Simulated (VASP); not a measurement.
Input of a VASP 6.6.1 run:

Contents of INCAR:

```
  PREC = Accurate
  ENCUT = 520
  EDIFF = 1E-6
  ISMEAR = 0
  SIGMA = 0.1
  LREAL = False
  LASPH = True
  NELM = 60
  ALGO = Normal
  ISIF = 2
  LWAVE = False
  LCHARG = True
  GGA = PE
  LELF = True
  LVHAR = True
  NBANDS = 12
```

The input KPOINTS:

```
Automatic mesh
0
Gamma
  16 16 16
```

File POSCAR:

```
Cd
1.0
    0.0000000000      2.1573502654      2.1573502654
    2.1573502654      0.0000000000      2.1573502654
    2.1573502654      2.1573502654      0.0000000000
Cd
1
Direct
    0.0000000000      0.0000000000      0.0000000000
```

Potentials or basis: VASP PAW PBE potentials, release 64 (Cd).

Command:

```bash
$ cat potpaw_PBE.64/Cd/POTCAR > POTCAR
$ mpirun -np 1 vasp_std > vasp.out
```

Question: Estimate the band gap on the k mesh.

Answer: Zero (bands 6 and 7 overlap by 3.31 eV).

Question: Estimate the pressure.

Answer: 8.3 GPa.

Caveat: the cell differs from its parent crystal (strained); the cell stands under pressure.
